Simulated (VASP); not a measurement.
# NbSi (Fm-3m) in VASP: a series of runs

The runs below take NbSi through single point, with LDA+U.

Program: VASP 6.6.1. These are calculated values, not measurements. Logs are shortened: lines on timing, memory, paths and dates and some standing lists are left out, and cuts for length are marked.

## Step 1: The cell of the first run

Symmetry: Fm-3m, No. 225, cubic system. Conventional cell: a = 5.148 Å, b = 5.148 Å, c = 5.148 Å, α = 90.00°, β = 90.00°, γ = 90.00°. Nb (site symmetry m-3m) has 6 Si at 2.57 Å within 3.4 Å. Within 3.4 Å of Si (site symmetry m-3m) lie 6 Nb at 2.57 Å.

## Step 2: Single point, LDA+U

Input file INCAR:

```
ALGO = Normal ; EDIFF = 1E-7
ENCUT = 520 ; GGA = CA
ISIF = 2 ; ISMEAR = -1
LASPH = True ; LCHARG = False
LDAU = True ; LDAUJ = 0 0
LDAUL = 2 -1 ; LDAUPRINT = 1
LDAUTYPE = 2 ; LDAUU = 3 0
LMAXMIX = 4 ; LREAL = False
LWAVE = False ; NBANDS = 16
NELM = 150 ; PREC = Accurate
SIGMA = 0.05
```

Input file KPOINTS:

```
k-points
0
Gamma
  9 9 9
```

Input file POSCAR:

```
NbSi
1.0
    0.0000000000      2.5738300000      2.5738300000
    2.5738300000      0.0000000000      2.5738300000
    2.5738300000      2.5738300000      0.0000000000
Nb Si
1 1
Direct
    0.0000000000      0.0000000000      0.0000000000
    0.5000000000      0.5000000000      0.5000000000
```

Potentials or basis: VASP PAW LDA potentials, release 64 (Nb_sv, Si).

Started as:

```console
cat potpaw_LDA.64/Nb_sv/POTCAR potpaw_LDA.64/Si/POTCAR > POTCAR
mpirun -np 1 vasp_std > vasp.out
```

OUTCAR:

```text
EDIFF = 1E-7
   ENCUT = 520
   GGA = CA
   ISIF = 2
   ISMEAR = -1
   LASPH = True
   LREAL = False
   NELM = 150
   PREC = Accurate

 ion  position               nearest neighbor table
   1  0.000  0.000  0.000-   2 2.57   2 2.57   2 2.57   2 2.57   2 2.57   2 2.57
   2  0.500  0.500  0.500-   1 2.57   1 2.57   1 2.57   1 2.57   1 2.57   1 2.57

  LATTYP: Found a face centered cubic cell.
 ALAT       =     5.1476600000

  Lattice vectors:

 A1 = (   0.0000000000,   2.5738300000,   2.5738300000)
 A2 = (   2.5738300000,   0.0000000000,   2.5738300000)
 A3 = (   2.5738300000,   2.5738300000,   0.0000000000)

Analysis of symmetry for initial positions (statically):
=====================================================================
 Subroutine PRICEL returns:
 Original cell was already a primitive cell.

 Routine SETGRP: Setting up the symmetry group for a
 face centered cubic supercell.

 Subroutine GETGRP returns: Found 48 space group operations
 (whereof 48 operations were pure point group operations)
 out of a pool of 48 trial point group operations.

The static configuration has the point symmetry O_h .

Analysis of symmetry for dynamics (positions and initial velocities):
=====================================================================
 Subroutine PRICEL returns:
 Original cell was already a primitive cell.

 Routine SETGRP: Setting up the symmetry group for a
 face centered cubic supercell.

 Subroutine GETGRP returns: Found 48 space group operations
 (whereof 48 operations were pure point group operations)
 out of a pool of 48 trial point group operations.

The dynamic configuration has the point symmetry O_h .

 Subroutine INISYM returns: Found 48 space group operations
 (whereof 48 operations are pure point group operations),
 and found     1 'primitive' translations

----------------------------------------------------------------------------------------

                                     Primitive cell

  volume of cell :      34.1012

  direct lattice vectors                    reciprocal lattice vectors
     0.000000000  2.573830000  2.573830000    -0.194263024  0.194263024  0.194263024
     2.573830000  0.000000000  2.573830000     0.194263024 -0.194263024  0.194263024
     2.573830000  2.573830000  0.000000000     0.194263024  0.194263024 -0.194263024

  length of vectors
     3.639945293  3.639945293  3.639945293     0.336473428  0.336473428  0.336473428

  position of ions in fractional coordinates (direct lattice)
     0.000000000  0.000000000  0.000000000
     0.500000000  0.500000000  0.500000000

  ion indices of the primitive-cell ions
   primitive index   ion index
                 1           1
                 2           2

----------------------------------------------------------------------------------------

 KPOINTS: k-points

Automatic generation of k-mesh.
 Grid dimensions read from file:
 generate k-points for:    9    9    9

 Generating k-lattice:

  Cartesian coordinates                     Fractional coordinates (reciprocal lattice)
    -0.021584780  0.021584780  0.021584780     0.111111111  0.000000000  0.000000000
     0.021584780 -0.021584780  0.021584780     0.000000000  0.111111111  0.000000000
     0.021584780  0.021584780 -0.021584780     0.000000000  0.000000000  0.111111111

  Length of vectors
     0.037385936  0.037385936  0.037385936

  Shift w.r.t. Gamma in fractional coordinates (k-lattice)
[... 35 lines left out ...]
   number of dos      NEDOS =    301   number of ions     NIONS =      2
   total plane-waves  NPLWV =  21952
   dimension x,y,z NGX =    28 NGY =   28 NGZ =   28
   dimension x,y,z NGXF=    56 NGYF=   56 NGZF=   56
   ions per type =               1   1
   NGX,Y,Z   is equivalent  to a cutoff of  12.79, 12.79, 12.79 a.u.
   NGXF,Y,Z  is equivalent  to a cutoff of  25.58, 25.58, 25.58 a.u.
 SYSTEM =  unknown system
   PREC   = accura    normal or accurate (medium, high low for compatibility)
   ISTART =      0    job   : 0-new  1-cont  2-samecut
   ICHARG =      2    charge: 1-file 2-atom 10-const
   ISPIN  =      1    spin polarized calculation?
   LNONCOLLINEAR =      F non collinear calculations
   LSORBIT =      F    spin-orbit coupling
   LASPH  =      T    aspherical Exc in radial PAW
   ENCUT  =  520.0 eV  38.22 Ry    6.18 a.u.   6.77  6.77  6.77*2*pi/ulx,y,z
   NELM   =    150;   NELMIN=  2; NELMDL= -5     # of ELM steps
   EDIFF  = 0.1E-06   stopping-criterion for ELM
   LREAL  =      F    real-space projection
   EDIFFG = 0.1E-05   stopping-criterion for IOM
   NSW    =      0    number of steps for IOM
   IBRION =     -1    ionic relax: 0-MD 1-quasi-New 2-CG
   NFREE  =      0    steps in history (QN), initial steepest desc. (CG)
   ISIF   =      2    stress and relaxation
   ISYM   =      2    0-nonsym 1-usesym 2-fastsym
   POTIM  = 0.5000    time-step for ionic-motion
   TEBEG  =    0.0;   TEEND  =   0.0 temperature during run
   PSTRESS=    0.0 pullay stress
   NELECT =      17.0000    total number of electrons
   NUPDOWN=      -1.0000    fix difference up-down
   EMIN   =  10.00;   EMAX   =-10.00  energy-range for DOS
   EFERMI =   0.00;   METHOD = LEGACY
   ISMEAR =    -1;   SIGMA  =   0.05  broadening in eV -4-tet -1-fermi 0-gaus
   EFERMI_NEDOS =   21; number of points for ismear=-14 and -15
   IALGO  =     38    algorithm
   IMIX   =      4    mixing-type and parameters
     AMIX     =   0.40;   BMIX     =  1.00
     AMIX_MAG =   1.60;   BMIX_MAG =  1.00
  volume/ion in A,a.u.               =      17.05       115.06
  Fermi-wavevector in a.u.,A,eV,Ry     =   1.298079  2.453015 22.925957  1.685010
  Thomas-Fermi vector in A             =   2.429431
   LORBIT       =      0    0 simple, 1 ext, 2 COOP (PROOUT), +10 PAW based schemes
 LDA+U is selected, type is set to LDAUTYPE =  2
   angular momentum for each species LDAUL =     2   -1
   U (eV)           for each species LDAUU =   3.0  0.0
   J (eV)           for each species LDAUJ =   0.0  0.0
   GGA     = CA    functional components
   LHFCALC =     F    Hartree Fock is set to
   AEXX    =    0.0000 exact exchange contribution
   IVDW    =     0    specifies the selected vdW correction
   LEPSILON=     F    determine dielectric tensor
   LRPA    =     F    only Hartree local field effects (RPA)
 non-spin polarized calculation
  energy-cutoff  :      520.00
  volume of cell :       34.10
 maximum number of plane-waves:       941
   NGX = 13   NGY = 13   NGZ = 13

atom =   1  type =  1  l = 2

 onsite density matrix

spin component  1

  0.1834 -0.0000  0.0000 -0.0000 -0.0000
 -0.0000  0.1834  0.0000 -0.0000 -0.0000
  0.0000  0.0000  0.3109 -0.0000 -0.0000
 -0.0000 -0.0000 -0.0000  0.1834  0.0000
 -0.0000 -0.0000 -0.0000  0.0000  0.3109

spin component  2

  0.1834 -0.0000  0.0000 -0.0000 -0.0000
 -0.0000  0.1834  0.0000 -0.0000 -0.0000
  0.0000  0.0000  0.3109 -0.0000 -0.0000
 -0.0000 -0.0000 -0.0000  0.1834  0.0000
 -0.0000 -0.0000 -0.0000  0.0000  0.3109

 occupancies and eigenvectors

  o =  0.1834  v =  0.0000 -0.8768  0.0000 -0.4808 -0.0000  0.0000  0.0000  0.0000  0.0000  0.0000      0.0000  0.0000  0.0000  0.0000  0.0000  0.0000  0.0000  0.0000  0.0000  0.0000
  o =  0.1834  v =  0.0000  0.0000  0.0000  0.0000  0.0000  0.0000 -0.8768  0.0000 -0.4808 -0.0000      0.0000  0.0000  0.0000  0.0000  0.0000  0.0000  0.0000  0.0000  0.0000  0.0000
  o =  0.1834  v =  1.0000  0.0000  0.0000  0.0000  0.0000  0.0000  0.0000  0.0000  0.0000  0.0000      0.0000  0.0000  0.0000  0.0000  0.0000  0.0000  0.0000  0.0000  0.0000  0.0000
  o =  0.1834  v =  0.0000  0.0000  0.0000  0.0000  0.0000  1.0000  0.0000  0.0000  0.0000  0.0000      0.0000  0.0000  0.0000  0.0000  0.0000  0.0000  0.0000  0.0000  0.0000  0.0000
  o =  0.1834  v =  0.0000 -0.4808  0.0000  0.8768  0.0000  0.0000  0.0000  0.0000  0.0000  0.0000      0.0000  0.0000  0.0000  0.0000  0.0000  0.0000  0.0000  0.0000  0.0000  0.0000
  o =  0.1834  v =  0.0000  0.0000  0.0000  0.0000  0.0000  0.0000 -0.4808  0.0000  0.8768  0.0000      0.0000  0.0000  0.0000  0.0000  0.0000  0.0000  0.0000  0.0000  0.0000  0.0000
  o =  0.3109  v =  0.0000  0.0000  0.0000  0.0000  0.0000  0.0000 -0.0000 -0.9977  0.0000  0.0673      0.0000  0.0000  0.0000  0.0000  0.0000  0.0000  0.0000  0.0000  0.0000  0.0000
  o =  0.3109  v =  0.0000 -0.0000 -0.9977  0.0000  0.0673  0.0000  0.0000  0.0000  0.0000  0.0000      0.0000  0.0000  0.0000  0.0000  0.0000  0.0000  0.0000  0.0000  0.0000  0.0000
  o =  0.3109  v =  0.0000 -0.0000 -0.0673  0.0000 -0.9977  0.0000  0.0000  0.0000  0.0000  0.0000      0.0000  0.0000  0.0000  0.0000  0.0000  0.0000  0.0000  0.0000  0.0000  0.0000
  o =  0.3109  v =  0.0000  0.0000  0.0000  0.0000  0.0000  0.0000 -0.0000 -0.0673  0.0000 -0.9977      0.0000  0.0000  0.0000  0.0000  0.0000  0.0000  0.0000  0.0000  0.0000  0.0000

 number of electron      17.0000002 magnetization

 Free energy of the ion-electron system (eV)
  ---------------------------------------------------
  ext. energy  EPLUGINS =         0.00000000
  ---------------------------------------------------
  free energy    TOTEN  =       -14.98072652 eV

  energy without entropy =      -14.97372552  energy(sigma->0) =      -14.97722602

 E-fermi :  10.4117     XC(G=0): -11.7694

 val. band max:       10.3928479201   @ k =   0.3333   0.3333   0.0000
 cond. band min:      10.4493299604   @ k =   0.4444   0.2222   0.1111
 fundamental gap:      0.0564820404
 Fermi energy:        10.4117106829

 k-point     1 :       0.0000    0.0000    0.0000
  band No.  band energies     occupation
      1     -45.2387      2.00000
      2     -21.3922      2.00000
      3     -21.3922      2.00000
      4     -21.3922      2.00000
      5      -0.4495      2.00000
      6       9.2312      2.00000
[... 433 lines left out ...]
      3     -21.4637      2.00000
      4     -21.4637      2.00000
      5       1.8600      2.00000
      6       6.5845      2.00000
[... 8 lines left out ...]
     15      21.7746      0.00000
     16      23.7894      0.00000

 [... further k-points ...]

------------------------ aborting loop because EDIFF is reached ----------------------------------------

  FORCE on cell =-STRESS in cart. coord.  units (eV):
  Direction    XX          YY          ZZ          XY          YZ          ZX
  --------------------------------------------------------------------------------------
  -------------------------------------------------------------------------------------
  Total       -0.7478769     -0.7478769     -0.7478769      0.0000000      0.0000000      0.0000000
  in kB      -35.1375214    -35.1375214    -35.1375214      0.0000000      0.0000000      0.0000000
  external PRESSURE =     -35.1375214 kB  Pullay stress =       0.0000000 kB

 VOLUME and BASIS-vectors are now :
 -----------------------------------------------------------------------------
  energy-cutoff  :      520.00
  volume of cell :       34.10
      direct lattice vectors                 reciprocal lattice vectors
     0.000000000  2.573830000  2.573830000    -0.194263024  0.194263024  0.194263024
     2.573830000  0.000000000  2.573830000     0.194263024 -0.194263024  0.194263024
     2.573830000  2.573830000  0.000000000     0.194263024  0.194263024 -0.194263024

 POSITION                                       TOTAL-FORCE (eV/Angst)
 -----------------------------------------------------------------------------------
      0.00000      0.00000      0.00000        -0.000000     -0.000000     -0.000000
      2.57383      2.57383      2.57383         0.000000      0.000000      0.000000
 -----------------------------------------------------------------------------------
    total drift:                               -0.000000      0.000000      0.000000

  FREE ENERGIE OF THE ION-ELECTRON SYSTEM (eV)
  ---------------------------------------------------
  free  energy   TOTEN  =       -14.9807265245 eV

  energy  without entropy=      -14.9737255209  energy(sigma->0) =      -14.97722602
```

It took 32 s on 1 thread of AMD EPYC 7R13, shared host; peak memory 0.12 GiB.

What came out:

| Item | Value |
| --- | --- |
| Free energy | -14.9807 eV |
| Pressure | -3.5 GPa |
| Band gap on the k mesh | zero (an odd number of electrons rules out a gap without spin polarisation) |

Eigenvalues of the final occupation matrices:
| site | spin | trace | eigenvalues |
| --- | --- | --- | --- |
| site 1 d | 1 | 1.17 | 0.18 0.18 0.18 0.31 0.31 |
| site 1 d | 2 | 1.17 | 0.18 0.18 0.18 0.31 0.31 |

Caveat: the cell stands under tension; U without spin polarisation on a metal has little footing; the U is typed as a test and isn't derived for this compound.

## Step 3: Single point, LDA+U

Input file INCAR:

```
ALGO = Normal
EDIFF = 1E-7
ENCUT = 520
GGA = CA
ISIF = 2
ISMEAR = -1
LASPH = T
LCHARG = F
LDAU = T
LDAUJ = 0 0
LDAUL = 2 -1
LDAUPRINT = 1
LDAUTYPE = 2
LDAUU = 5 0
LMAXMIX = 4
LREAL = F
LWAVE = F
NBANDS = 16
NELM = 150
PREC = Accurate
SIGMA = 0.05
```

KPOINTS is that of step 2.

POSCAR is that of step 2.

Potentials or basis: VASP PAW LDA potentials, release 64 (Nb_sv, Si).

Started as:

```console
cat potpaw_LDA.64/Nb_sv/POTCAR potpaw_LDA.64/Si/POTCAR > POTCAR
mpirun -np 1 vasp_std > vasp.out
```

Run time: 40 s. Hardware: 1 thread of AMD EPYC 7R13, shared host; peak memory 0.12 GiB.

The run converged. Its results:

```yaml
Free_energy: -13.2702 eV
Pressure: -1.0 GPa
Band_gap_on_the_k_mesh: zero (an odd number of electrons rules out a gap without spin polarisation)
```

Levels at points of the mesh, in eV from the Fermi level:
```
           k point  band 7  band 8  band 9  band 10  band 11  band 12
(0.00, 0.00, 0.00)   -1.15   -1.15   -0.88    -0.88     2.06     2.06
```

Eigenvalues of the final occupation matrices:
| site | spin | trace | eigenvalues |
| --- | --- | --- | --- |
| site 1 d | 1 | 1.09 | 0.17 0.17 0.17 0.30 0.30 |
| site 1 d | 2 | 1.09 | 0.17 0.17 0.17 0.30 0.30 |

Caveat: U without spin polarisation on a metal has little footing; the U is typed as a test and isn't derived for this compound.
